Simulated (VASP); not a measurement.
# Se (Fm-3m) in VASP: a series of runs, part 2 of 2

VASP 6.6.1. Earlier steps stand in the parts before.

### Step 3. Single point, RPBE

This run uses another cell than the first one, of 21.02 Å³/atom.

INCAR

```
SYSTEM = Se
PREC = Accurate
ENCUT = 520
EDIFF = 1E-6
ISMEAR = -1
SIGMA = 0.1
LREAL = .FALSE.
LASPH = .TRUE.
NELM = 80
ALGO = Normal
ISIF = 2
LWAVE = .FALSE.
LCHARG = .FALSE.
GGA = RP
NBANDS = 9
```

KPOINTS

```
regular mesh
0
G
  20 20 20
  0 0 0
```

POSCAR

```
Se
1.0
    0.0000000000      2.1904663545      2.1904663545
    2.1904663545      0.0000000000      2.1904663545
    2.1904663545      2.1904663545      0.0000000000
Se
1
Direct
    0.0000000000      0.0000000000      0.0000000000
```

Potentials or basis: VASP PAW PBE potentials, release 64 (Se).

Run with:

```bash
cat potpaw_PBE.64/Se/POTCAR > POTCAR
mpirun -np 1 vasp_std > vasp.out
```

OUTCAR:

```text
SYSTEM = Se
   PREC = Accurate
   ENCUT = 520
   EDIFF = 1E-6
   ISMEAR = -1
   LREAL = .FALSE.
   LASPH = .TRUE.
   NELM = 80
   ISIF = 2
   GGA = RP

 ion  position               nearest neighbor table
   1  0.000  0.000  0.000-

  LATTYP: Found a face centered cubic cell.
 ALAT       =     4.3809327090

  Lattice vectors:

 A1 = (   0.0000000000,   2.1904663545,   2.1904663545)
 A2 = (   2.1904663545,   0.0000000000,   2.1904663545)
 A3 = (   2.1904663545,   2.1904663545,   0.0000000000)

Analysis of symmetry for initial positions (statically):
=====================================================================
 Subroutine PRICEL returns:
 Original cell was already a primitive cell.

 Routine SETGRP: Setting up the symmetry group for a
 face centered cubic supercell.

 Subroutine GETGRP returns: Found 48 space group operations
 (whereof 48 operations were pure point group operations)
 out of a pool of 48 trial point group operations.

The static configuration has the point symmetry O_h .

Analysis of symmetry for dynamics (positions and initial velocities):
=====================================================================
 Subroutine PRICEL returns:
 Original cell was already a primitive cell.

 Routine SETGRP: Setting up the symmetry group for a
 face centered cubic supercell.

 Subroutine GETGRP returns: Found 48 space group operations
 (whereof 48 operations were pure point group operations)
 out of a pool of 48 trial point group operations.

The dynamic configuration has the point symmetry O_h .

 Subroutine INISYM returns: Found 48 space group operations
 (whereof 48 operations are pure point group operations),
 and found     1 'primitive' translations

----------------------------------------------------------------------------------------

                                     Primitive cell

  volume of cell :      21.0203

  direct lattice vectors                    reciprocal lattice vectors
     0.000000000  2.190466354  2.190466354    -0.228261895  0.228261895  0.228261895
     2.190466354  0.000000000  2.190466354     0.228261895 -0.228261895  0.228261895
     2.190466354  2.190466354  0.000000000     0.228261895  0.228261895 -0.228261895

  length of vectors
     3.097787226  3.097787226  3.097787226     0.395361199  0.395361199  0.395361199

  position of ions in fractional coordinates (direct lattice)
     0.000000000  0.000000000  0.000000000

  ion indices of the primitive-cell ions
   primitive index   ion index
                 1           1

----------------------------------------------------------------------------------------

 KPOINTS: regular mesh

Automatic generation of k-mesh.
 Grid dimensions read from file:
 generate k-points for:   20   20   20

 Generating k-lattice:

  Cartesian coordinates                     Fractional coordinates (reciprocal lattice)
    -0.011413095  0.011413095  0.011413095     0.050000000  0.000000000  0.000000000
     0.011413095 -0.011413095  0.011413095     0.000000000  0.050000000  0.000000000
     0.011413095  0.011413095 -0.011413095     0.000000000  0.000000000  0.050000000

  Length of vectors
     0.019768060  0.019768060  0.019768060

  Shift w.r.t. Gamma in fractional coordinates (k-lattice)
     0.000000000  0.000000000  0.000000000

 Subroutine IBZKPT returns following result:
 ===========================================

 Found    256 irreducible k-points:

 Following reciprocal coordinates:
            Coordinates               Weight
  0.000000  0.000000  0.000000      1.000000
  0.050000  0.000000  0.000000      8.000000
  0.100000  0.000000  0.000000      8.000000
  0.150000  0.000000  0.000000      8.000000
  0.200000  0.000000  0.000000      8.000000
  0.250000  0.000000  0.000000      8.000000
[... 16 lines left out ...]
 -0.400000  0.050000  0.000000     24.000000
 -0.350000  0.050000  0.000000     24.000000
 [... further k-points ...]
   k-points           NKPTS =    256   k-points in BZ     NKDIM =    256   number of bands    NBANDS=      9
   number of dos      NEDOS =    301   number of ions     NIONS =      1
   total plane-waves  NPLWV =  13824
   dimension x,y,z NGX =    24 NGY =   24 NGZ =   24
   dimension x,y,z NGXF=    48 NGYF=   48 NGZF=   48
   ions per type =               1
   NGX,Y,Z   is equivalent  to a cutoff of  12.88, 12.88, 12.88 a.u.
   NGXF,Y,Z  is equivalent  to a cutoff of  25.76, 25.76, 25.76 a.u.
 SYSTEM =  Se
   PREC   = accura    normal or accurate (medium, high low for compatibility)
   ISTART =      0    job   : 0-new  1-cont  2-samecut
   ICHARG =      2    charge: 1-file 2-atom 10-const
   ISPIN  =      1    spin polarized calculation?
   LNONCOLLINEAR =      F non collinear calculations
   LSORBIT =      F    spin-orbit coupling
   LASPH  =      T    aspherical Exc in radial PAW
   ENCUT  =  520.0 eV  38.22 Ry    6.18 a.u.   5.76  5.76  5.76*2*pi/ulx,y,z
   NELM   =     80;   NELMIN=  2; NELMDL= -5     # of ELM steps
   EDIFF  = 0.1E-05   stopping-criterion for ELM
   LREAL  =      F    real-space projection
   EDIFFG = 0.1E-04   stopping-criterion for IOM
   NSW    =      0    number of steps for IOM
   IBRION =     -1    ionic relax: 0-MD 1-quasi-New 2-CG
   NFREE  =      0    steps in history (QN), initial steepest desc. (CG)
   ISIF   =      2    stress and relaxation
   ISYM   =      2    0-nonsym 1-usesym 2-fastsym
   POTIM  = 0.5000    time-step for ionic-motion
   TEBEG  =    0.0;   TEEND  =   0.0 temperature during run
   PSTRESS=    0.0 pullay stress
   NELECT =       6.0000    total number of electrons
   NUPDOWN=      -1.0000    fix difference up-down
   EMIN   =  10.00;   EMAX   =-10.00  energy-range for DOS
   EFERMI =   0.00;   METHOD = LEGACY
   ISMEAR =    -1;   SIGMA  =   0.10  broadening in eV -4-tet -1-fermi 0-gaus
   EFERMI_NEDOS =   21; number of points for ismear=-14 and -15
   IALGO  =     38    algorithm
   IMIX   =      4    mixing-type and parameters
     AMIX     =   0.40;   BMIX     =  1.00
     AMIX_MAG =   1.60;   BMIX_MAG =  1.00
  volume/ion in A,a.u.               =      21.02       141.85
  Fermi-wavevector in a.u.,A,eV,Ry     =   1.077900  2.036937 15.808193  1.161869
  Thomas-Fermi vector in A             =   2.213825
   LORBIT       =      0    0 simple, 1 ext, 2 COOP (PROOUT), +10 PAW based schemes
   GGA     = RP    functional components
   LHFCALC =     F    Hartree Fock is set to
   AEXX    =    0.0000 exact exchange contribution
   IVDW    =     0    specifies the selected vdW correction
   LEPSILON=     F    determine dielectric tensor
   LRPA    =     F    only Hartree local field effects (RPA)
 non-spin polarized calculation
  energy-cutoff  :      520.00
  volume of cell :       21.02
 maximum number of plane-waves:       588
   NGX = 11   NGY = 11   NGZ = 11

 number of electron       6.0000000 magnetization

 Free energy of the ion-electron system (eV)
  ---------------------------------------------------
  ext. energy  EPLUGINS =         0.00000000
  ---------------------------------------------------
  free energy    TOTEN  =        -2.37557659 eV

  energy without entropy =       -2.34389102  energy(sigma->0) =       -2.35973380

 E-fermi :   5.1067     XC(G=0): -10.3908

 val. band max:        5.0994101066   @ k =  -0.3500   0.3500   0.0500
 cond. band min:       5.1315895088   @ k =  -0.4500   0.3000   0.1500
 fundamental gap:      0.0321794022
 Fermi energy:         5.1067406286

 k-point     1 :       0.0000    0.0000    0.0000
  band No.  band energies     occupation
      1     -10.6336      2.00000
      2       7.9734      0.00000
      3       7.9734      0.00000
      4       7.9734      0.00000
      5      15.8690      0.00000
      6      17.0570      0.00000
      7      17.0570      0.00000
      8      17.0570      0.00000
      9      20.5528      0.00000

 k-point     2 :       0.0500    0.0000    0.0000
  band No.  band energies     occupation
      1     -10.5860      2.00000
      2       7.6232      0.00000
      3       7.9343      0.00000
      4       7.9343      0.00000
      5      16.0602      0.00000
      6      16.8786      0.00000
      7      17.1501      0.00000
      8      17.1501      0.00000
      9      21.0478      0.00000
[... 253 lines left out ...]
 k-point    24 :      -0.3500    0.0500    0.0000
  band No.  band energies     occupation
      1      -8.3647      2.00000
      2       0.1876      2.00000
      3       6.4853      0.00000
      4       7.0386      0.00000
      5      14.0025      0.00000
      6      16.4164      0.00000
      7      16.6102      0.00000
      8      20.2390      0.00000
      9      23.1067      0.00000

 [... further k-points ...]

------------------------ aborting loop because EDIFF is reached ----------------------------------------

  FORCE on cell =-STRESS in cart. coord.  units (eV):
  Direction    XX          YY          ZZ          XY          YZ          ZX
  --------------------------------------------------------------------------------------
  -------------------------------------------------------------------------------------
  Total       -0.0234060     -0.0234060     -0.0234060     -0.0000000     -0.0000000      0.0000000
  in kB       -1.7840125     -1.7840125     -1.7840125     -0.0000000     -0.0000000      0.0000000
  external PRESSURE =      -1.7840125 kB  Pullay stress =       0.0000000 kB

 VOLUME and BASIS-vectors are now :
 -----------------------------------------------------------------------------
  energy-cutoff  :      520.00
  volume of cell :       21.02
      direct lattice vectors                 reciprocal lattice vectors
     0.000000000  2.190466354  2.190466354    -0.228261895  0.228261895  0.228261895
     2.190466354  0.000000000  2.190466354     0.228261895 -0.228261895  0.228261895
     2.190466354  2.190466354  0.000000000     0.228261895  0.228261895 -0.228261895

 POSITION                                       TOTAL-FORCE (eV/Angst)
 -----------------------------------------------------------------------------------
      0.00000      0.00000      0.00000         0.000000     -0.000000      0.000000
 -----------------------------------------------------------------------------------
    total drift:                                0.000000     -0.000000     -0.000000

  FREE ENERGIE OF THE ION-ELECTRON SYSTEM (eV)
  ---------------------------------------------------
  free  energy   TOTEN  =        -2.3755765911 eV

  energy  without entropy=       -2.3438910176  energy(sigma->0) =       -2.35973380
```

It took 29 s on 1 thread of Intel Xeon 8259CL, shared host; peak memory 0.17 GiB.

Results:

- Free energy: -2.3756 eV
- Pressure: -0.2 GPa
- Band gap on the k mesh: zero (bands 3 and 4 overlap by 4.96 eV)

Caveat: the PAW data sets were made with another functional, which shifts forces and pressure a little.
